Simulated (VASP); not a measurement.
# ZnS (F-43m) in VASP: a series of runs, part 2 of 2

VASP 6.6.1. The steps go on from the part before.

## (5) Relaxation of cell and atoms, PBE

This run uses another cell than the first one, of 20.53 Å³/atom, 1.018 times its volume.

Input file INCAR:

```
SYSTEM = ZnS
PREC     = Accurate       ! precision mode
ENCUT    = 600            ! plane-wave cutoff, eV
EDIFF    = 1E-7           ! SCF threshold, eV
ISMEAR   = -1             ! smearing method
SIGMA    = 0.1            ! smearing width, eV
LREAL    = .False.        ! projectors in reciprocal space
LASPH    = .True.         ! aspherical terms in the spheres
NELM     = 60             ! most SCF steps
ALGO     = Normal         ! electronic algorithm
ISIF     = 3              ! what is computed and relaxed
LWAVE    = .False.        ! write WAVECAR
LCHARG   = .False.        ! write CHGCAR
GGA      = PE             ! functional
IBRION   = 2              ! ionic algorithm
NSW      = 60             ! ionic steps
EDIFFG   = -0.01          ! ionic threshold
```

Input file KPOINTS:

```
regular mesh
0
Gamma
  6 6 6
  0 0 0
```

Input file POSCAR:

```
ZnS
1.0
    0.0000000000      2.7380270000      2.7380270000
    2.7380270000      0.0000000000      2.7380270000
    2.7380270000      2.7380270000      0.0000000000
Zn S
1 1
Direct
    0.0000000000      0.0000000000      0.0000000000
    0.2500000000      0.2500000000      0.2500000000
```

Potentials or basis: VASP PAW PBE potentials, release 64 (Zn, S).

The run is started by

```sh
> cat potpaw_PBE.64/Zn/POTCAR potpaw_PBE.64/S/POTCAR > POTCAR
> mpirun -np 1 vasp_std > vasp.out
```

OUTCAR:

```text
SYSTEM = ZnS
   PREC = Accurate
   ENCUT = 600
   EDIFF = 1E-7
   ISMEAR = -1
   LREAL = .False.
   LASPH = .True.
   NELM = 60
   ISIF = 3
   GGA = PE
   IBRION = 2
   NSW = 60
   EDIFFG = -0.01

 ion  position               nearest neighbor table
   1  0.000  0.000  0.000-   2 2.37   2 2.37   2 2.37   2 2.37
   2  0.250  0.250  0.250-   1 2.37   1 2.37   1 2.37   1 2.37

  LATTYP: Found a face centered cubic cell.
 ALAT       =     5.4760540000

  Lattice vectors:

 A1 = (   0.0000000000,   2.7380270000,   2.7380270000)
 A2 = (   2.7380270000,   0.0000000000,   2.7380270000)
 A3 = (   2.7380270000,   2.7380270000,   0.0000000000)

Analysis of symmetry for initial positions (statically):
=====================================================================
 Subroutine PRICEL returns:
 Original cell was already a primitive cell.

 Routine SETGRP: Setting up the symmetry group for a
 face centered cubic supercell.

 Subroutine GETGRP returns: Found 24 space group operations
 (whereof 24 operations were pure point group operations)
 out of a pool of 48 trial point group operations.

[... 144 lines left out ...]

 number of electron      18.0000013 magnetization

 Free energy of the ion-electron system (eV)
  ---------------------------------------------------
  ext. energy  EPLUGINS =         0.00000000
  ---------------------------------------------------
  free energy    TOTEN  =        -6.84765391 eV

  energy without entropy =       -6.84765107  energy(sigma->0) =       -6.84765249

------------------------ aborting loop because EDIFF is reached ----------------------------------------

  FORCE on cell =-STRESS in cart. coord.  units (eV):
  Direction    XX          YY          ZZ          XY          YZ          ZX
  --------------------------------------------------------------------------------------
  -------------------------------------------------------------------------------------
  Total       -0.2671677     -0.2671677     -0.2671677      0.0000000      0.0000000      0.0000000
  in kB      -10.4268071    -10.4268071    -10.4268071      0.0000000      0.0000000      0.0000000
  external PRESSURE =     -10.4268071 kB  Pullay stress =       0.0000000 kB
[... 59 lines left out ...]
--------------------------------------- Ionic step        3  -------------------------------------------

 number of electron      18.0000010 magnetization

 Free energy of the ion-electron system (eV)
  ---------------------------------------------------
  ext. energy  EPLUGINS =         0.00000000
  ---------------------------------------------------
  free energy    TOTEN  =        -6.84975116 eV

  energy without entropy =       -6.84974910  energy(sigma->0) =       -6.84975013

 E-fermi :   2.9694     XC(G=0):  -9.5154

 val. band max:        1.8859575895   @ k =   0.0000   0.0000   0.0000
 cond. band min:       3.8942920683   @ k =   0.0000   0.0000   0.0000
 fundamental gap:      2.0083344788
 Fermi energy:         2.9694154934

 k-point     1 :       0.0000    0.0000    0.0000
  band No.  band energies     occupation
      1     -11.0879      2.00000
      2      -4.3620      2.00000
      3      -4.3620      2.00000
      4      -4.3620      2.00000
      5      -3.8924      2.00000
      6      -3.8924      2.00000
      7       1.8860      1.99996
      8       1.8860      1.99996
      9       1.8860      1.99996
     10       3.8943      0.00019
     11       8.2963      0.00000
     12       8.2963      0.00000
     13       8.2963      0.00000
[... 267 lines left out ...]
  FREE ENERGIE OF THE ION-ELECTRON SYSTEM (eV)
  ---------------------------------------------------
  free  energy   TOTEN  =        -6.8497511647 eV

  energy  without entropy=       -6.8497491042  energy(sigma->0) =       -6.84975013

 reached required accuracy - stopping structural energy minimisation
```

CONTCAR:

```text
ZnS
   1.00000000000000
     0.0000000000000000    2.7239083431382278    2.7239083431382278
     2.7239083431382278    0.0000000000000000    2.7239083431382278
     2.7239083431382278    2.7239083431382278    0.0000000000000000
  Zn              S
     1     1
Direct
     0.0000000000000000    0.0000000000000000    0.0000000000000000
     0.2500000000000000    0.2500000000000000    0.2500000000000000

  0.00000000E+00  0.00000000E+00  0.00000000E+00
  0.00000000E+00  0.00000000E+00  0.00000000E+00
```

Run time: 21 s. Hardware: 1 thread of Intel Xeon Platinum 8259CL at 2.50GHz (Skylake/Cascade Lake), shared host; peak memory 0.18 GiB.

Results:

| Item | Value |
| --- | --- |
| Free energy | -6.8498 eV |
| Relaxed volume | 20.21 Å³/atom |
| Relaxed cell | a = 3.852 Å, b = 3.852 Å, c = 3.852 Å, α = 60.00°, β = 60.00°, γ = 60.00° |
| Space group after relaxing (to 0.05 Å) | F-43m (No. 216) |
| Energy gained by relaxing | 1.0 meV/atom |
| Ionic steps | 3 |
| Pressure after relaxing | 0.0 GPa |
| Band gap on the k mesh | 2.01 eV, direct |

Step by step:
| step | energy change (eV) | largest force (eV/Å) | pressure (GPa) | volume (Å³) |
| --- | --- | --- | --- | --- |
| 1 | 0.0000 | 0.0000 | -1.04 | 41.05 |
| 2 | -0.0020 | 0.0000 | 0.28 | 40.26 |
| 3 | -0.0021 | 0.0000 | 0.01 | 40.42 |

Final structure:
```
Zn S
1.0
     0.00000    2.72391    2.72391
     2.72391    0.00000    2.72391
     2.72391    2.72391    0.00000
Zn S
1 1
Direct
  0.00000 0.00000 0.00000
  0.25000 0.25000 0.25000
```

Levels at points of the mesh, in eV from the valence-band top:
```csv
k point,band 6,band 7,band 8,band 9,band 10,band 11,band 12,band 13
"(0.00, 0.00, 0.00)",-5.78,0.00,0.00,0.00,2.01,6.41,6.41,6.41
"(0.50, 0.00, 0.00)",-5.58,-5.13,-0.83,-0.83,3.26,6.94,6.94,8.78
"(0.50, 0.50, 0.00)",-5.57,-4.47,-2.13,-2.13,3.46,4.07,10.81,11.80
```

## (6) Relaxation of cell and atoms, PBE

This run uses another cell than the first one, of 20.53 Å³/atom, 1.018 times its volume.

Input file INCAR:

```
  PREC = Accurate
  ENCUT = 600
  EDIFF = 1E-6
  ISMEAR = 1
  SIGMA = 0.05
  LREAL = False
  LASPH = True
  NELM = 100
  ALGO = Normal
  ISIF = 3
  LWAVE = False
  LCHARG = False
  GGA = PE
  IBRION = 2
  NSW = 60
  EDIFFG = -0.01
```

Input file KPOINTS:

```
Automatic mesh
0
Gamma
  6 6 6
```

POSCAR is that of step 5.

Potentials or basis: VASP PAW PBE potentials, release 64 (Zn, S).

The run is started by

```sh
> cat potpaw_PBE.64/Zn/POTCAR potpaw_PBE.64/S/POTCAR > POTCAR
> mpirun -np 1 vasp_std > vasp.out
```

OUTCAR:

```text
PREC = Accurate
   ENCUT = 600
   EDIFF = 1E-6
   ISMEAR = 1
   LREAL = False
   LASPH = True
   NELM = 100
   ISIF = 3
   GGA = PE
   IBRION = 2
   NSW = 60
   EDIFFG = -0.01

 ion  position               nearest neighbor table
   1  0.000  0.000  0.000-   2 2.37   2 2.37   2 2.37   2 2.37
   2  0.250  0.250  0.250-   1 2.37   1 2.37   1 2.37   1 2.37

  LATTYP: Found a face centered cubic cell.
 ALAT       =     5.4760540000

  Lattice vectors:

 A1 = (   0.0000000000,   2.7380270000,   2.7380270000)
 A2 = (   2.7380270000,   0.0000000000,   2.7380270000)
 A3 = (   2.7380270000,   2.7380270000,   0.0000000000)

[... 173 lines left out ...]
  -------------------------------------------------------------------------------------
  Total       -0.2660796     -0.2660796     -0.2660796     -0.0000000      0.0000000      0.0000000
  in kB      -10.3843433    -10.3843433    -10.3843433     -0.0000000      0.0000000      0.0000000
  external PRESSURE =     -10.3843433 kB  Pullay stress =       0.0000000 kB
[... 59 lines left out ...]
--------------------------------------- Ionic step        3  -------------------------------------------

 number of electron      18.0000010 magnetization

 Free energy of the ion-electron system (eV)
  ---------------------------------------------------
  ext. energy  EPLUGINS =         0.00000000
  ---------------------------------------------------
  free energy    TOTEN  =        -6.84971012 eV

  energy without entropy =       -6.84975039  energy(sigma->0) =       -6.84972355

 E-fermi :   1.9264     XC(G=0):  -9.5147

 val. band max:        1.8843090791   @ k =   0.0000   0.0000   0.0000
 cond. band min:       3.8919718426   @ k =   0.0000   0.0000   0.0000
 fundamental gap:      2.0076627635
 Fermi energy:         1.9264031042

 k-point     1 :       0.0000    0.0000    0.0000
  band No.  band energies     occupation
      1     -11.0884      2.00000
      2      -4.3634      2.00000
      3      -4.3634      2.00000
      4      -4.3634      2.00000
      5      -3.8940      2.00000
      6      -3.8940      2.00000
      7       1.8843      2.00000
      8       1.8843      2.00000
      9       1.8843      2.00000
     10       3.8920      0.00000
     11       8.2949      0.00000
     12       8.2949      0.00000
     13       8.2949      0.00000
[... 267 lines left out ...]
  FREE ENERGIE OF THE ION-ELECTRON SYSTEM (eV)
  ---------------------------------------------------
  free  energy   TOTEN  =        -6.8497101239 eV

  energy  without entropy=       -6.8497503872  energy(sigma->0) =       -6.84972355

 reached required accuracy - stopping structural energy minimisation
```

Wall time 18 s (1 thread of Intel Xeon Platinum 8259CL at 2.50GHz (Skylake/Cascade Lake), shared host); peak memory 0.18 GiB.

What came out:

| Item | Value |
| --- | --- |
| Free energy | -6.8497 eV |
| Relaxed volume | 20.21 Å³/atom |
| Relaxed cell | a = 3.852 Å, b = 3.852 Å, c = 3.852 Å, α = 60.00°, β = 60.00°, γ = 60.00° |
| Space group after relaxing (to 0.05 Å) | F-43m (No. 216) |
| Energy gained by relaxing | 1.0 meV/atom |
| Ionic steps | 3 |
| Pressure after relaxing | 0.0 GPa |
| Band gap on the k mesh | 2.01 eV, direct |

Step by step:
| step | energy change (eV) | largest force (eV/Å) | pressure (GPa) | volume (Å³) |
| --- | --- | --- | --- | --- |
| 1 | 0.0000 | 0.0000 | -1.04 | 41.05 |
| 2 | -0.0020 | 0.0000 | 0.32 | 40.27 |
| 3 | -0.0021 | 0.0000 | 0.03 | 40.43 |

Final structure:
```
Zn S
1.0
     0.00000    2.72406    2.72406
     2.72406    0.00000    2.72406
     2.72406    2.72406    0.00000
Zn S
1 1
Direct
  0.00000 0.00000 0.00000
  0.25000 0.25000 0.25000
```

Levels at points of the mesh, in eV from the valence-band top:
```csv
k point,band 5,band 6,band 7,band 8,band 9,band 10,band 11,band 12,band 13
"(0.00, 0.00, 0.00)",-5.78,-5.78,0.00,0.00,0.00,2.01,6.41,6.41,6.41
"(0.50, 0.00, 0.00)",-5.75,-5.58,-5.13,-0.83,-0.83,3.26,6.94,6.94,8.78
"(0.50, 0.50, 0.00)",-5.71,-5.57,-4.46,-2.13,-2.13,3.46,4.07,10.81,11.80
```

As with any semilocal functional, this PBE gap is likely too small.

## (7) Summary

```tsv
task	cell	cutoff (eV)	smearing	gap on the mesh (eV)	pressure (GPa)	relaxed volume (Å³/atom)
single point	a = 3.849 Å, angles 60.0°, 2 atoms	520	fermi-dirac 0.1 eV	2.02	0.2	-
single point	a = 3.849 Å, angles 60.0°, 2 atoms	520	methfessel-paxton 0.05 eV	2.02	0.2	-
relaxation of cell and atoms	relaxed from a = 3.872 Å, angles 60.0°, 2 atoms	600	fermi-dirac 0.1 eV	2.01	0.0	20.21
relaxation of cell and atoms	relaxed from a = 3.872 Å, angles 60.0°, 2 atoms	600	methfessel-paxton 0.05 eV	2.01	0.0	20.21
```

Alike in all rows: level PBE; potentials or basis VASP PAW PBE potentials, release 64 (Zn, S); no spin polarisation; k mesh 6 × 6 × 6.

Total energies depend on the potentials used, so only differences within one code and one set of settings carry meaning.

## (8) How close it comes

Step 2. Measured gap of ZnS: 3.85 eV (direct; 19 K; quoted in “Electronic, vibrational, and thermodynamic properties of ZnS (zincblende and rocksalt structure)”, 2009, arxiv:0911.5022). This calculation gives 2.02 eV (-1.83 eV). The value is that of PBE, without temperature or zero-point motion. Semilocal functionals fall short of measured gaps as a rule.

Step 3. A measured gap of ZnS is 3.85 eV (direct; 19 K; quoted in “Electronic, vibrational, and thermodynamic properties of ZnS (zincblende and rocksalt structure)”, 2009, arxiv:0911.5022); the calculated 2.02 eV misses it by -1.83 eV. The value is that of PBE, without temperature or zero-point motion. Semilocal functionals fall short of measured gaps as a rule.

Step 4. Against the measured gap of ZnS, 3.85 eV (direct; 19 K; quoted in “Electronic, vibrational, and thermodynamic properties of ZnS (zincblende and rocksalt structure)”, 2009, arxiv:0911.5022), the calculated 2.02 eV is off by -1.83 eV. The value is that of PBE, without temperature or zero-point motion. Semilocal functionals fall short of measured gaps as a rule.
